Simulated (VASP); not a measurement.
## GaS3: single point with PBE

Crystal: GaS3.

```xyz
8
Lattice="7.1800 0.0000 0.0000 -3.5900 6.2180 0.0000 0.0000 0.0000 3.3578" Properties=species:S:1:pos:R:3 pbc="T T T"
Ga    0.0000    4.1453    0.8395
Ga    3.5900    2.0727    2.5184
S     3.5900    3.8940    0.8395
S    -1.5773    5.0560    2.5184
S     2.0127    1.1620    0.8395
S     0.0000    2.3240    2.5184
S     5.1673    1.1620    0.8395
S     1.5773    5.0560    2.5184
```

| Quantity | Value |
| --- | --- |
| Program | VASP 6.6.1 |
| Task | single point |
| Functional | PBE |
| Potentials or basis | VASP PAW PBE potentials, release 64 (Ga_d, S) |
| Cutoff | 520 eV |
| k mesh | 3 × 3 × 6 |
| Occupations | gaussian, width 0.1 eV |
| Spin | no spin polarisation |

```
Pressure               : 0.0 GPa
Largest force          : 0.028 eV/Å
Band gap on the k mesh : zero (bands 31 and 32 overlap by 0.91 eV)
```

Forces in eV/Å, atoms in the order of the input:
```
Ga   0.000  0.000  0.000
Ga   0.000  0.000  0.000
S    0.000  0.028  0.000
S   -0.024  0.014  0.000
S   -0.024 -0.014  0.000
S    0.000 -0.028  0.000
S    0.024 -0.014  0.000
S    0.024  0.014  0.000
```

Stress tensor (GPa, compression positive):
```
 0.04  0.00  0.00
 0.00  0.04  0.00
 0.00  0.00 -0.04
```

Levels at points of the mesh, in eV from the Fermi level:
| k point | band 29 | band 30 | band 31 | band 32 | band 33 | band 34 |
| --- | --- | --- | --- | --- | --- | --- |
| (0.00, 0.00, 0.00) | -0.73 | 0.04 | 0.04 | 0.46 | 0.46 | 1.92 |
| (0.00, 0.00, 0.50) | -0.91 | -0.91 | -0.37 | -0.37 | -0.37 | -0.37 |

Wall time 2.5 min on 1 thread of Intel Xeon 8259CL, on a shared host, peak memory 0.29 GiB.
